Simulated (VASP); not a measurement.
Here is a VASP 6.6.1 calculation.

INCAR

```
PREC     = Accurate       # precision mode
ENCUT    = 600            # plane-wave cutoff, eV
EDIFF    = 1E-6           # SCF threshold, eV
ISMEAR   = -1             # smearing method
SIGMA    = 0.05           # smearing width, eV
LREAL    = False          # projectors in reciprocal space
LASPH    = True           # aspherical terms in the spheres
NELM     = 100            # most SCF steps
ALGO     = Normal         # electronic algorithm
ISIF     = 3              # what is computed and relaxed
LWAVE    = False          # write WAVECAR
LCHARG   = False          # write CHGCAR
GGA      = CA             # functional
IBRION   = 2              # ionic algorithm
NSW      = 45             # ionic steps
EDIFFG   = -0.005         # ionic threshold
```

KPOINTS

```
Automatic mesh
0
Gamma
  13 13 7
```

Contents of POSCAR:

```
La
1.0
    3.5777324938      0.0000000000      0.0000000000
   -1.7888662469      3.0984072276      0.0000000000
    0.0000000000      0.0000000000      5.9018088352
La
2
Direct
    0.3333333333      0.6666666667      0.2500000000
    0.6666666667      0.3333333333      0.7500000000
```

Potentials or basis: VASP PAW LDA potentials, release 64 (La).

Launch:

```console
$ cat potpaw_LDA.64/La/POTCAR > POTCAR
$ mpirun -np 1 vasp_std > vasp.out
```

(1) Predict the space group after relaxing (to 0.1 Å).

(2) What does it give for the band gap on the k mesh?

(3) What does it give for the relaxed cell?

## Answers

(1) P6_3/mmc (No. 194).

(2) zero (bands 11 and 12 overlap by 1.43 eV).

(3) a = 3.572 Å, b = 3.572 Å, c = 5.894 Å, α = 90.00°, β = 90.00°, γ = 120.00°.

Caveat: spin-orbit coupling is left out, which moves the levels of the heavy elements.
